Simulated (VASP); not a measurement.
# RbCl (Fm-3m) in VASP: a series of runs

RbCl is run at these levels: PBE; tasks: single point.

Everything below comes from runs of VASP 6.6.1. Logs are shortened: lines on timing, memory, paths and dates and some standing lists are left out, and cuts for length are marked.

## (1) The cell of the first run

Symmetry: Fm-3m, No. 225, cubic system. Conventional cell: a = 6.499 Å, b = 6.499 Å, c = 6.499 Å, α = 90.00°, β = 90.00°, γ = 90.00°. Rb (site symmetry m-3m) has 6 Cl at 3.25 Å within 4.3 Å. Cl (site symmetry m-3m) has 6 Rb at 3.25 Å within 4.3 Å.

## (2) Single point, PBE (volume changed by -5%)

Input file INCAR:

```
PREC = Accurate ; ENCUT = 500
EDIFF = 1E-6 ; ISMEAR = 0
SIGMA = 0.01 ; LREAL = False
LASPH = True ; NELM = 120
ALGO = Normal ; ISIF = 2
LWAVE = False ; LCHARG = False
GGA = PE ; NBANDS = 15
GGA_COMPAT = False
```

Input file KPOINTS:

```
Automatic mesh
0
Gamma
  4 4 4
```

Input file POSCAR:

```
RbCl
1.0
    0.0000000000      3.2496863317      3.2496863317
    3.2496863317      0.0000000000      3.2496863317
    3.2496863317      3.2496863317      0.0000000000
Rb Cl
1 1
Direct
    0.0000000000      0.0000000000      0.0000000000
    0.5000000000      0.5000000000      0.5000000000
```

Potentials or basis: VASP PAW PBE potentials, release 64 (Rb_sv, Cl).

On the command line:

```sh
$ cat potpaw_PBE.64/Rb_sv/POTCAR potpaw_PBE.64/Cl/POTCAR > POTCAR
$ mpirun -np 1 vasp_std > vasp.out
```

OUTCAR:

```text
PREC = Accurate
   ENCUT = 500
   EDIFF = 1E-6
   ISMEAR = 0
   LREAL = False
   LASPH = True
   NELM = 120
   ISIF = 2
   GGA = PE

 ion  position               nearest neighbor table
   1  0.000  0.000  0.000-   2 3.25   2 3.25   2 3.25   2 3.25   2 3.25   2 3.25
   2  0.500  0.500  0.500-   1 3.25   1 3.25   1 3.25   1 3.25   1 3.25   1 3.25

  LATTYP: Found a face centered cubic cell.
 ALAT       =     6.4993726634

  Lattice vectors:

 A1 = (   0.0000000000,   3.2496863317,   3.2496863317)
 A2 = (   3.2496863317,   0.0000000000,   3.2496863317)
 A3 = (   3.2496863317,   3.2496863317,   0.0000000000)

Analysis of symmetry for initial positions (statically):
=====================================================================
 Subroutine PRICEL returns:
 Original cell was already a primitive cell.

 Routine SETGRP: Setting up the symmetry group for a
 face centered cubic supercell.

 Subroutine GETGRP returns: Found 48 space group operations
 (whereof 48 operations were pure point group operations)
 out of a pool of 48 trial point group operations.

The static configuration has the point symmetry O_h .

Analysis of symmetry for dynamics (positions and initial velocities):
=====================================================================
 Subroutine PRICEL returns:
 Original cell was already a primitive cell.

 Routine SETGRP: Setting up the symmetry group for a
 face centered cubic supercell.

 Subroutine GETGRP returns: Found 48 space group operations
 (whereof 48 operations were pure point group operations)
 out of a pool of 48 trial point group operations.

The dynamic configuration has the point symmetry O_h .

 Subroutine INISYM returns: Found 48 space group operations
 (whereof 48 operations are pure point group operations),
 and found     1 'primitive' translations

----------------------------------------------------------------------------------------

                                     Primitive cell

  volume of cell :      68.6364

  direct lattice vectors                    reciprocal lattice vectors
     0.000000000  3.249686332  3.249686332    -0.153861003  0.153861003  0.153861003
     3.249686332  0.000000000  3.249686332     0.153861003 -0.153861003  0.153861003
     3.249686332  3.249686332  0.000000000     0.153861003  0.153861003 -0.153861003

  length of vectors
     4.595750484  4.595750484  4.595750484     0.266495075  0.266495075  0.266495075

  position of ions in fractional coordinates (direct lattice)
     0.000000000  0.000000000  0.000000000
     0.500000000  0.500000000  0.500000000

  ion indices of the primitive-cell ions
   primitive index   ion index
                 1           1
                 2           2

----------------------------------------------------------------------------------------

 KPOINTS: Automatic mesh

Automatic generation of k-mesh.
 Grid dimensions read from file:
 generate k-points for:    4    4    4

 Generating k-lattice:

  Cartesian coordinates                     Fractional coordinates (reciprocal lattice)
    -0.038465251  0.038465251  0.038465251     0.250000000  0.000000000  0.000000000
     0.038465251 -0.038465251  0.038465251     0.000000000  0.250000000  0.000000000
     0.038465251  0.038465251 -0.038465251     0.000000000  0.000000000  0.250000000

  Length of vectors
     0.066623769  0.066623769  0.066623769

  Shift w.r.t. Gamma in fractional coordinates (k-lattice)
     0.000000000  0.000000000  0.000000000

 Subroutine IBZKPT returns following result:
 ===========================================

 Found      8 irreducible k-points:

 Following reciprocal coordinates:
            Coordinates               Weight
  0.000000  0.000000  0.000000      1.000000
  0.250000  0.000000  0.000000      8.000000
  0.500000  0.000000  0.000000      4.000000
  0.250000  0.250000  0.000000      6.000000
  0.500000  0.250000  0.000000     24.000000
 -0.250000  0.250000  0.000000     12.000000
  0.500000  0.500000  0.000000      3.000000
 -0.250000  0.500000  0.250000      6.000000
   k-points           NKPTS =      8   k-points in BZ     NKDIM =      8   number of bands    NBANDS=     15
   number of dos      NEDOS =    301   number of ions     NIONS =      2
   total plane-waves  NPLWV =  46656
   dimension x,y,z NGX =    36 NGY =   36 NGZ =   36
   dimension x,y,z NGXF=    72 NGYF=   72 NGZF=   72
   ions per type =               1   1
   NGX,Y,Z   is equivalent  to a cutoff of  13.02, 13.02, 13.02 a.u.
   NGXF,Y,Z  is equivalent  to a cutoff of  26.05, 26.05, 26.05 a.u.
 SYSTEM =  unknown system
   PREC   = accura    normal or accurate (medium, high low for compatibility)
   ISTART =      0    job   : 0-new  1-cont  2-samecut
   ICHARG =      2    charge: 1-file 2-atom 10-const
   ISPIN  =      1    spin polarized calculation?
   LNONCOLLINEAR =      F non collinear calculations
   LSORBIT =      F    spin-orbit coupling
   LASPH  =      T    aspherical Exc in radial PAW
   ENCUT  =  500.0 eV  36.75 Ry    6.06 a.u.   8.38  8.38  8.38*2*pi/ulx,y,z
   NELM   =    120;   NELMIN=  2; NELMDL= -5     # of ELM steps
   EDIFF  = 0.1E-05   stopping-criterion for ELM
   LREAL  =      F    real-space projection
   EDIFFG = 0.1E-04   stopping-criterion for IOM
   NSW    =      0    number of steps for IOM
   IBRION =     -1    ionic relax: 0-MD 1-quasi-New 2-CG
   NFREE  =      0    steps in history (QN), initial steepest desc. (CG)
   ISIF   =      2    stress and relaxation
   ISYM   =      2    0-nonsym 1-usesym 2-fastsym
   POTIM  = 0.5000    time-step for ionic-motion
   TEBEG  =    0.0;   TEEND  =   0.0 temperature during run
   PSTRESS=    0.0 pullay stress
   NELECT =      16.0000    total number of electrons
   NUPDOWN=      -1.0000    fix difference up-down
   EMIN   =  10.00;   EMAX   =-10.00  energy-range for DOS
   EFERMI =   0.00;   METHOD = LEGACY
   ISMEAR =     0;   SIGMA  =   0.01  broadening in eV -4-tet -1-fermi 0-gaus
   EFERMI_NEDOS =   21; number of points for ismear=-14 and -15
   IALGO  =     38    algorithm
   IMIX   =      4    mixing-type and parameters
     AMIX     =   0.40;   BMIX     =  1.00
     AMIX_MAG =   1.60;   BMIX_MAG =  1.00
  volume/ion in A,a.u.               =      34.32       231.59
  Fermi-wavevector in a.u.,A,eV,Ry     =   1.007543  1.903979 13.811844  1.015142
  Thomas-Fermi vector in A             =   2.140354
   LORBIT       =      0    0 simple, 1 ext, 2 COOP (PROOUT), +10 PAW based schemes
   GGA     = PE    functional components
   LHFCALC =     F    Hartree Fock is set to
   AEXX    =    0.0000 exact exchange contribution
   IVDW    =     0    specifies the selected vdW correction
   LEPSILON=     F    determine dielectric tensor
   LRPA    =     F    only Hartree local field effects (RPA)
 non-spin polarized calculation
 Gauss-broadening in eV      SIGMA  =   0.01
  energy-cutoff  :      500.00
  volume of cell :       68.64
 maximum number of plane-waves:      1807
 NGX is ok and might be reduce to    36
   NGX = 17   NGY = 17   NGZ = 17

 number of electron      16.0000000 magnetization

 Free energy of the ion-electron system (eV)
  ---------------------------------------------------
  ext. energy  EPLUGINS =         0.00000000
  ---------------------------------------------------
  free energy    TOTEN  =        -6.64422334 eV

  energy without entropy =       -6.64422334  energy(sigma->0) =       -6.64422334

 E-fermi :  -1.6738     XC(G=0):  -7.5045

 val. band max:       -1.7326463452   @ k =   0.0000   0.0000   0.0000
 cond. band min:       3.3876297936   @ k =   0.0000   0.0000   0.0000
 fundamental gap:      5.1202761388
 Fermi energy:        -1.6738440134

 k-point     1 :       0.0000    0.0000    0.0000
  band No.  band energies     occupation
      1     -25.5684      2.00000
      2     -13.7657      2.00000
      3      -9.6168      2.00000
      4      -9.6168      2.00000
      5      -9.6168      2.00000
      6      -1.7326      2.00000
      7      -1.7326      2.00000
      8      -1.7326      2.00000
      9       3.3876      0.00000
     10       6.2834      0.00000
     11       6.2834      0.00000
     12       6.2834      0.00000
     13       7.2915      0.00000
     14       7.2915      0.00000
     15      10.4941      0.00000

 k-point     2 :       0.2500    0.0000    0.0000
  band No.  band energies     occupation
      1     -25.5587      2.00000
      2     -13.8039      2.00000
      3      -9.6233      2.00000
      4      -9.6233      2.00000
      5      -9.5982      2.00000
      6      -2.2442      2.00000
      7      -1.9264      2.00000
      8      -1.9264      2.00000
      9       4.6927      0.00000
     10       6.0784      0.00000
     11       7.0725      0.00000
     12       7.0725      0.00000
     13       8.2182      0.00000
     14       8.2182      0.00000
     15      12.1847      0.00000

 k-point     3 :       0.5000    0.0000    0.0000
  band No.  band energies     occupation
      1     -25.5489      2.00000
      2     -13.8416      2.00000
      3      -9.6296      2.00000
      4      -9.6296      2.00000
      5      -9.5802      2.00000
      6      -2.6517      2.00000
      7      -2.1054      2.00000
      8      -2.1054      2.00000
      9       6.1460      0.00000
     10       6.3805      0.00000
     11       8.5561      0.00000
     12       8.5561      0.00000
     13       9.7698      0.00000
     14       9.7698      0.00000
     15      10.5973      0.00000
[... 55 lines left out ...]
 k-point     7 :       0.5000    0.5000    0.0000
  band No.  band energies     occupation
      1     -25.5436      2.00000
      2     -13.7149      2.00000
      3      -9.9131      2.00000
      4      -9.7329      2.00000
      5      -9.7329      2.00000
      6      -2.0472      2.00000
      7      -1.8305      2.00000
      8      -1.8305      2.00000
      9       4.4464      0.00000
     10       6.5081      0.00000
     11       8.1950      0.00000
     12       8.4233      0.00000
     13       8.8331      0.00000
     14      10.1672      0.00000
     15      10.1672      0.00000

 k-point     8 :      -0.2500    0.5000    0.2500
  band No.  band energies     occupation
      1     -25.5433      2.00000
      2     -13.7528      2.00000
      3      -9.8235      2.00000
      4      -9.8235      2.00000
      5      -9.6000      2.00000
      6      -2.2098      2.00000
      7      -1.9694      2.00000
      8      -1.9694      2.00000
      9       5.9932      0.00000
     10       5.9932      0.00000
     11       7.8005      0.00000
     12       7.8079      0.00000
     13      10.0203      0.00000
     14      10.2155      0.00000
     15      10.7794      0.00000

------------------------ aborting loop because EDIFF is reached ----------------------------------------

  FORCE on cell =-STRESS in cart. coord.  units (eV):
  Direction    XX          YY          ZZ          XY          YZ          ZX
  --------------------------------------------------------------------------------------
  -------------------------------------------------------------------------------------
  Total        0.6933992      0.6933992      0.6933992      0.0000000      0.0000000     -0.0000000
  in kB       16.1860024     16.1860024     16.1860024      0.0000000      0.0000000     -0.0000000
  external PRESSURE =      16.1860024 kB  Pullay stress =       0.0000000 kB

 VOLUME and BASIS-vectors are now :
 -----------------------------------------------------------------------------
  energy-cutoff  :      500.00
  volume of cell :       68.64
      direct lattice vectors                 reciprocal lattice vectors
     0.000000000  3.249686332  3.249686332    -0.153861003  0.153861003  0.153861003
     3.249686332  0.000000000  3.249686332     0.153861003 -0.153861003  0.153861003
     3.249686332  3.249686332  0.000000000     0.153861003  0.153861003 -0.153861003

 POSITION                                       TOTAL-FORCE (eV/Angst)
 -----------------------------------------------------------------------------------
      0.00000      0.00000      0.00000        -0.000000     -0.000000     -0.000000
      3.24969      3.24969      3.24969         0.000000      0.000000      0.000000
 -----------------------------------------------------------------------------------
    total drift:                                0.000000      0.000000      0.000000

  FREE ENERGIE OF THE ION-ELECTRON SYSTEM (eV)
  ---------------------------------------------------
  free  energy   TOTEN  =        -6.6442233412 eV

  energy  without entropy=       -6.6442233412  energy(sigma->0) =       -6.64422334
```

Run time: 22 s. Hardware: 1 thread of Intel Xeon 8259CL, shared host; peak memory 0.2 GiB.

Results:

```
Free energy            : -6.6442 eV
Pressure               : 1.6 GPa
Band gap on the k mesh : 5.12 eV, direct
```

Levels at points of the mesh, in eV from the valence-band top:
```
           k point  band 6  band 7  band 8  band 9  band 10  band 11
(0.00, 0.00, 0.00)    0.00    0.00    0.00    5.12     8.02     8.02
(0.50, 0.00, 0.00)   -0.92   -0.37   -0.37    7.88     8.11    10.29
(0.50, 0.50, 0.00)   -0.31   -0.10   -0.10    6.18     8.24     9.93
```

(Part 1 of 2 ends here.)
